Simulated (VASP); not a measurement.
# ZrSiRu4 (F-43m) in VASP: further runs, part 2 of 2

VASP 6.6.1. The steps go on from the part before.

**3. Single point, PBE**

This run uses another cell than the first one, of 15.70 Å³/atom, 1.154 times its volume.

Input file INCAR:

```
ALGO     = Normal         # electronic algorithm
EDIFF    = 1E-7           # SCF threshold, eV
ENCUT    = 520            # plane-wave cutoff, eV
GGA      = PE             # functional
ISIF     = 2              # what is computed and relaxed
ISMEAR   = 0              # smearing method
LASPH    = T              # aspherical terms in the spheres
LCHARG   = T              # write CHGCAR
LELF     = T              # ELF
LREAL    = F              # projectors in reciprocal space
LVHAR    = T            
LWAVE    = F              # write WAVECAR
NBANDS   = 45             # bands
NELM     = 100            # most SCF steps
PREC     = Accurate       # precision mode
SIGMA    = 0.1            # smearing width, eV
```

Input file KPOINTS:

```
k-points
0
Gamma
  4 4 4
```

Input file POSCAR:

```
ZrSiRu4
1.0
    0.0000000000      3.6110296105      3.6110296105
    3.6110296105      0.0000000000      3.6110296105
    3.6110296105      3.6110296105      0.0000000000
Zr Si Ru
1 1 4
Direct
    0.5000000000      0.5000000000      0.5000000000
    0.2500000000      0.2500000000      0.2500000000
    0.3706481419      0.8764506194      0.8764506194
    0.8764506194      0.3706481419      0.8764506194
    0.8764506194      0.8764506194      0.3706481419
    0.8764506194      0.8764506194      0.8764506194
```

Potentials or basis: VASP PAW PBE potentials, release 64 (Zr_sv, Si, Ru_pv).

Launch:

```sh
$ cat potpaw_PBE.64/Zr_sv/POTCAR potpaw_PBE.64/Si/POTCAR potpaw_PBE.64/Ru_pv/POTCAR > POTCAR
$ mpirun -np 1 vasp_std > vasp.out
```

Run time: 31 s. Hardware: 1 thread of Intel Xeon Platinum 8488C (Sapphire Rapids), shared host; peak memory 0.25 GiB.

It converged, with:

```yaml
Free_energy: -50.5849 eV
Pressure: 0.1 GPa
Largest_force: 0.097 eV/Å
Band_gap_on_the_k_mesh: zero (band 36 reaches 11.28 eV, above the bottom of band 37 at 10.99 eV)
```

Forces on the atoms (eV/Å):
```
Zr   0.000  0.000  0.000
Si   0.000  0.000  0.000
Ru  -0.056  0.056  0.056
Ru   0.056 -0.056  0.056
Ru   0.056  0.056 -0.056
Ru  -0.056 -0.056 -0.056
```

Levels at points of the mesh, in eV from the Fermi level:
```tsv
k point	band 33	band 34	band 35	band 36	band 37	band 38	band 39	band 40
(0.00, 0.00, 0.00)	-0.10	-0.10	-0.10	-0.06	-0.06	-0.06	0.78	0.78
(0.50, 0.00, 0.00)	-0.34	-0.34	-0.23	0.15	0.15	0.50	0.89	0.89
(0.50, 0.50, 0.00)	-2.04	-1.88	-0.66	-0.20	-0.14	-0.14	0.12	1.16
```

Caveat: the k points lie up to 0.38 Å⁻¹ apart.

**4. Relaxation of cell and atoms, PBE**

Input file INCAR:

```
SYSTEM = ZrSiRu4
PREC = Accurate ; ENCUT = 600
EDIFF = 1E-6 ; ISMEAR = 0
SIGMA = 0.1 ; LREAL = .FALSE.
LASPH = .TRUE. ; NELM = 80
ALGO = Normal ; ISIF = 3
LWAVE = .FALSE. ; LCHARG = .FALSE.
GGA = PE ; IBRION = 2
NSW = 90 ; EDIFFG = -0.04
```

Input file KPOINTS:

```
regular mesh
0
G
  4 4 4
  0 0 0
```

Input file POSCAR:

```
ZrSiRu4
1.0
    0.0000000000      3.4427042900      3.4427042900
    3.4427042900      0.0000000000      3.4427042900
    3.4427042900      3.4427042900      0.0000000000
Zr Si Ru
1 1 4
Direct
    0.5000000000      0.5000000000      0.5000000000
    0.2500000000      0.2500000000      0.2500000000
    0.3721128700      0.8759623800      0.8759623800
    0.8759623800      0.3721128700      0.8759623800
    0.8759623800      0.8759623800      0.3721128700
    0.8759623800      0.8759623800      0.8759623800
```

Launch:

```sh
$ cat potpaw_PBE.64/Zr_sv/POTCAR potpaw_PBE.64/Si/POTCAR potpaw_PBE.64/Ru_pv/POTCAR > POTCAR
$ mpirun -np 1 vasp_std > vasp.out
```

Run time: 2.9 min. Hardware: 1 thread of Intel Xeon Platinum 8488C (Sapphire Rapids), shared host; peak memory 0.26 GiB.

It converged, with:

| Property | Result |
| --- | --- |
| Free energy | -50.5748 eV |
| Relaxed volume | 15.70 Å³/atom |
| Relaxed cell | a = 5.107 Å, b = 5.107 Å, c = 5.107 Å, α = 60.00°, β = 60.00°, γ = 60.00° |
| Space group after relaxing (to 0.05 Å) | F-43m (No. 216) |
| Energy gained by relaxing | 244.2 meV/atom |
| Ionic steps | 7 |
| Pressure after relaxing | 0.0 GPa |
| Band gap on the k mesh | zero (band 36 reaches 11.27 eV, above the bottom of band 37 at 10.99 eV) |

Step by step:
```tsv
step	energy change (eV)	largest force (eV/Å)	pressure (GPa)	volume (Å³)
1	0.0000	0.0977	42.25	81.61
2	3.7343	0.0961	-31.88	131.72
3	-1.4460	0.0878	-3.57	95.85
4	-1.4640	0.0863	-0.69	94.51
5	-1.4646	0.0856	0.02	94.20
6	-1.4648	0.0670	0.05	94.20
7	-1.4650	0.0009	0.04	94.20
```

Final structure:
```
CELL_PARAMETERS angstrom
0.00000 3.61135 3.61135
3.61135 0.00000 3.61135
3.61135 3.61135 0.00000
ATOMIC_POSITIONS crystal
Zr 0.50000 0.50000 0.50000
Si 0.25000 0.25000 0.25000
Ru 0.37118 0.87627 0.87627
Ru 0.87627 0.37118 0.87627
Ru 0.87627 0.87627 0.37118
Ru 0.87627 0.87627 0.87627
```

Levels at points of the mesh, in eV from the Fermi level:
```
           k point  band 32  band 33  band 34  band 35  band 36  band 37  band 38  band 39  band 40  band 41
(0.00, 0.00, 0.00)    -0.61    -0.10    -0.10    -0.10    -0.06    -0.06    -0.06     0.77     0.77     2.79
(0.50, 0.00, 0.00)    -2.43    -0.34    -0.34    -0.23     0.14     0.14     0.50     0.89     0.89     1.66
(0.50, 0.50, 0.00)    -2.04    -2.04    -1.89    -0.66    -0.19    -0.14    -0.14     0.12     1.16     1.98
```

Caveat: the k points lie up to 0.38 Å⁻¹ apart in the final cell; the volume moved by over 15 % at a fixed basis, so the end points are rough.

**5. Single point, PBE**

This run uses another cell than the first one, of 15.70 Å³/atom, 1.154 times its volume.

Input file INCAR:

```
PREC = Accurate
ENCUT = 520
EDIFF = 1E-7
ISMEAR = 0
SIGMA = 0.1
LREAL = False
LASPH = True
NELM = 100
ALGO = Fast
ISIF = 2
LWAVE = False
LCHARG = False
GGA = PE
NBANDS = 45
```

Input file KPOINTS:

```
Automatic mesh
0
Gamma
  10 10 10
```

Input file POSCAR:

```
ZrSiRu4
1.0
    0.0000000000      3.6110775467      3.6110775467
    3.6110775467      0.0000000000      3.6110775467
    3.6110775467      3.6110775467      0.0000000000
Zr Si Ru
1 1 4
Direct
    0.5000000000      0.5000000000      0.5000000000
    0.7500000000      0.7500000000      0.7500000000
    0.1238285058      0.1238285058      0.6285144827
    0.6285144827      0.1238285058      0.1238285058
    0.1238285058      0.1238285058      0.1238285058
    0.1238285058      0.6285144827      0.1238285058
```

Launch:

```sh
$ cat potpaw_PBE.64/Zr_sv/POTCAR potpaw_PBE.64/Si/POTCAR potpaw_PBE.64/Ru_pv/POTCAR > POTCAR
$ mpirun -np 1 vasp_std > vasp.out
```

Run time: 5 min. Hardware: 1 thread of Intel Xeon Platinum 8488C (Sapphire Rapids), shared host; peak memory 0.36 GiB.

It converged, with:

```
Free energy            : -50.6287 eV
Pressure               : 0.0 GPa
Largest force          : 0.030 eV/Å
Band gap on the k mesh : zero (band 36 reaches 11.34 eV, above the bottom of band 37 at 10.99 eV)
```

Forces in eV/Å, atoms in the order of the input:
```
Zr   0.000  0.000  0.000
Si   0.000  0.000  0.000
Ru  -0.017 -0.017  0.017
Ru   0.017 -0.017 -0.017
Ru   0.017  0.017  0.017
Ru  -0.017  0.017 -0.017
```

Levels at points of the mesh, in eV from the Fermi level:
| k point | band 32 | band 33 | band 34 | band 35 | band 36 | band 37 | band 38 | band 39 | band 40 | band 41 |
| --- | --- | --- | --- | --- | --- | --- | --- | --- | --- | --- |
| (0.00, 0.00, 0.00) | -0.63 | -0.12 | -0.12 | -0.12 | -0.08 | -0.08 | -0.08 | 0.74 | 0.74 | 2.77 |
| (0.50, 0.00, 0.00) | -2.44 | -0.36 | -0.36 | -0.25 | 0.12 | 0.12 | 0.47 | 0.86 | 0.86 | 1.63 |
| (0.50, 0.50, 0.00) | -2.05 | -2.05 | -1.92 | -0.68 | -0.21 | -0.16 | -0.16 | 0.10 | 1.13 | 1.96 |

**6. Relaxation of cell and atoms, PBE**

This run uses another cell than the first one, of 15.70 Å³/atom, 1.154 times its volume.

Input file INCAR:

```
  PREC = Accurate
  ENCUT = 600
  EDIFF = 1E-6
  ISMEAR = 0
  SIGMA = 0.1
  LREAL = False
  LASPH = True
  NELM = 60
  ALGO = Fast
  ISIF = 3
  LWAVE = False
  LCHARG = False
  GGA = PE
  IBRION = 2
  NSW = 100
  EDIFFG = -0.01
```

Input file KPOINTS:

```
regular mesh
0
Gamma
  10 10 10
```

Input file POSCAR:

```
ZrSiRu4
1.0
    0.0000000000      3.6110296105      3.6110296105
    3.6110296105      0.0000000000      3.6110296105
    3.6110296105      3.6110296105      0.0000000000
Zr Si Ru
1 1 4
Direct
    0.5000000000      0.5000000000      0.5000000000
    0.7500000000      0.7500000000      0.7500000000
    0.1235493806      0.1235493806      0.6293518581
    0.6293518581      0.1235493806      0.1235493806
    0.1235493806      0.1235493806      0.1235493806
    0.1235493806      0.6293518581      0.1235493806
```

Potentials or basis: VASP PAW PBE potentials, release 64 (Zr_sv, Si, Ru_pv).

Launch:

```sh
$ cat potpaw_PBE.64/Zr_sv/POTCAR potpaw_PBE.64/Si/POTCAR potpaw_PBE.64/Ru_pv/POTCAR > POTCAR
$ mpirun -np 1 vasp_std > vasp.out
```

Wall time 8.4 min (1 thread of Intel Xeon Platinum 8488C (Sapphire Rapids), shared host); peak memory 0.41 GiB.

Results (log left out):

| Property | Result |
| --- | --- |
| Free energy | -50.6283 eV |
| Relaxed volume | 15.70 Å³/atom |
| Relaxed cell | a = 5.107 Å, b = 5.107 Å, c = 5.107 Å, α = 60.00°, β = 60.00°, γ = 60.00° |
| Space group after relaxing (to 0.05 Å) | F-43m (No. 216) |
| Energy gained by relaxing | 0.2 meV/atom |
| Ionic steps | 3 |
| Pressure after relaxing | -0.1 GPa |
| Band gap on the k mesh | zero (band 36 reaches 11.33 eV, above the bottom of band 37 at 10.98 eV) |

Forces on the atoms (eV/Å):
```
Zr   0.000  0.000  0.000
Si   0.000  0.000  0.000
Ru  -0.001 -0.001  0.001
Ru   0.001 -0.001 -0.001
Ru   0.001  0.001  0.001
Ru  -0.001  0.001 -0.001
```

Step by step:
| step | energy change (eV) | largest force (eV/Å) | pressure (GPa) | volume (Å³) |
| --- | --- | --- | --- | --- |
| 1 | 0.0000 | 0.1745 | 0.06 | 94.17 |
| 2 | 0.0000 | 0.1762 | -0.15 | 94.25 |
| 3 | -0.0015 | 0.0024 | -0.06 | 94.21 |

Final structure:
```
Zr Si Ru
1.0
     0.00000    3.61151    3.61151
     3.61151    0.00000    3.61151
     3.61151    3.61151    0.00000
Zr Si Ru
1 1 4
Direct
  0.50000 0.50000 0.50000
  0.75000 0.75000 0.75000
  0.12388 0.12388 0.62835
  0.62835 0.12388 0.12388
  0.12388 0.12388 0.12388
  0.12388 0.62835 0.12388
```

Levels at points of the mesh, in eV from the Fermi level:
| k point | band 33 | band 34 | band 35 | band 36 | band 37 | band 38 | band 39 | band 40 |
| --- | --- | --- | --- | --- | --- | --- | --- | --- |
| (0.00, 0.00, 0.00) | -0.12 | -0.12 | -0.12 | -0.08 | -0.08 | -0.08 | 0.73 | 0.73 |
| (0.50, 0.00, 0.00) | -0.37 | -0.37 | -0.25 | 0.12 | 0.12 | 0.47 | 0.86 | 0.86 |
| (0.50, 0.50, 0.00) | -2.05 | -1.92 | -0.68 | -0.21 | -0.16 | -0.16 | 0.10 | 1.13 |

**7. Overview**

```tsv
task	cell	k mesh	cutoff (eV)	gap on the mesh (eV)	pressure (GPa)	relaxed volume (Å³/atom)	largest force (eV/Å)
single point	a = 4.869 Å, angles 60.0°, 6 atoms	4 × 4 × 4	520	none	42.3	-	0.10
single point	a = 5.107 Å, angles 60.0°, 6 atoms	4 × 4 × 4	520	none	0.1	-	0.10
relaxation of cell and atoms	relaxed from a = 4.869 Å, angles 60.0°, 6 atoms	4 × 4 × 4	600	none	0.0	15.70	-
single point	a = 5.107 Å, angles 60.0°, 6 atoms	10 × 10 × 10	520	none	0.0	-	0.03
relaxation of cell and atoms	relaxed from a = 5.107 Å, angles 60.0°, 6 atoms	10 × 10 × 10	600	none	-0.1	15.70	-
```

Some of these runs hold the atoms at other places in the same cell, which the table doesn't show; runs alike in all that it shows share one row.

Alike in all rows: level PBE; potentials or basis VASP PAW PBE potentials, release 64 (Zr_sv, Si, Ru_pv); no spin polarisation; smearing gaussian 0.1 eV.

Caveats: some runs use coarse meshes; the volume moved by over 15 % at a fixed basis, so the end points are rough (some runs).

Total energies depend on the potentials used, so only differences within one code and one set of settings carry meaning.
